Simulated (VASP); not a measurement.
The system is K.

```
K
1.0
    -2.64093    2.64093    2.64093
     2.64093   -2.64093    2.64093
     2.64093    2.64093   -2.64093
K
1
Direct
  0.00000 0.00000 0.00000
```

| Item | Value |
| --- | --- |
| Program | VASP 6.6.1 |
| Task | relaxation of cell and atoms |
| Functional | LDA |
| Potentials or basis | VASP PAW LDA potentials, release 64 (K_sv) |
| Cutoff | 600 eV |
| k mesh | 12 × 12 × 12 |
| Occupations | gaussian, width 0.1 eV |
| Spin | no spin polarisation |

At the start: pressure -0.5 GPa; volume 73.68 Å³/atom.

Task: Where does the relaxation end?

Result: Over 4 steps the energy falls by 15.9 meV/atom and the volume is 64.09 Å³/atom (-13.0 %); space group Im-3m (No. 229, to 0.1 Å) before and after.

The path:
```
step  energy change (eV)  largest force (eV/Å)  pressure (GPa)  volume (Å³)
   1              0.0000                0.0000           -0.48        73.68
   2             -0.0064                0.0000           -0.39        71.34
   3             -0.0159                0.0000           -0.03        64.63
   4             -0.0159                0.0000            0.01        64.09
```

Final structure:
```cif
data_structure
_symmetry_space_group_name_H-M 'P 1'
_symmetry_Int_Tables_number 1
_cell_length_a 4.3665
_cell_length_b 4.3665
_cell_length_c 4.3665
_cell_angle_alpha 109.471
_cell_angle_beta 109.471
_cell_angle_gamma 109.471
_cell_volume 64.09
loop_
_atom_site_label
_atom_site_type_symbol
_atom_site_fract_x
_atom_site_fract_y
_atom_site_fract_z
_atom_site_occupancy
K1 K 0.00000 0.00000 0.00000 1
```
